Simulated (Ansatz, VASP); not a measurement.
# Two plane-wave programs on Fe

File INCAR:

```
SYSTEM = Fe
  PREC = Accurate
  ENCUT = 520
  EDIFF = 1E-7
  ISMEAR = -1
  SIGMA = 0.1
  LREAL = .False.
  LASPH = .True.
  NELM = 150
  ALGO = Normal
  ISIF = 2
  LWAVE = .False.
  LCHARG = .False.
  ISPIN = 2
  MAGMOM = 4
  LORBIT = 11
  LMAXMIX = 4
  GGA = PE
  NBANDS = 14
```

KPOINTS

```
regular mesh
0
Gamma
  12 12 12
  0 0 0
```

The input POSCAR:

```
Fe
1.0
    0.0000000000      1.7665000000      1.7665000000
    1.7665000000      0.0000000000      1.7665000000
    1.7665000000      1.7665000000      0.0000000000
Fe
1
Direct
    0.0000000000      0.0000000000      0.0000000000
```

Input for Ansatz:

```yaml
crystal:
  lattice:
    - [0.0, 1.7665, 1.7665]
    - [1.7665, 0.0, 1.7665]
    - [1.7665, 1.7665, 0.0]
  atoms:
    - { symbol: Fe, position: [0.0, 0.0, 0.0], spin: 4.0 }
magnetization:
  spin_polarized: true
hamiltonian:
  xc: pbe
  pseudopotentials: { kind: paw }
basis:
  ecutwfc: 420
kpoints:
  mp_grid: { grid: [12, 12, 12] }
scf:
  occupations: { method: fermi_dirac, width: 0.1 }
  lower_state_search: "off"
  max_iter: 50
output:
  forces: true
  stress: true
```

Alike in both runs: task single point; functional PBE; k mesh 12 × 12 × 12; occupations fermi-dirac, width 0.1 eV; collinear spin.

|  | VASP | Ansatz |
| --- | --- | --- |
| version | VASP 6.6.1 | Ansatz 0.2.0 |
| potentials or method | VASP PAW PBE potentials, release 64 (Fe), cutoff 520 eV | PAW, plane waves, scalar-relativistic |
| valence electrons in the cell | 8 | 16 |

```tsv
	VASP	Ansatz	Ansatz less VASP
pressure (GPa)	-6.2	-6.5	-0.34
net moment per atom (μB)	1.34	1.29	-0.048
size of the moment on the site where the two differ most (μB)	1.33	1.31	-0.020
```

Site moments also hang on the region over which each program counts them. VASP's potentials hold 8 valence electrons a cell and Ansatz's 16, so a difference there can come from the potentials and not from the codes.
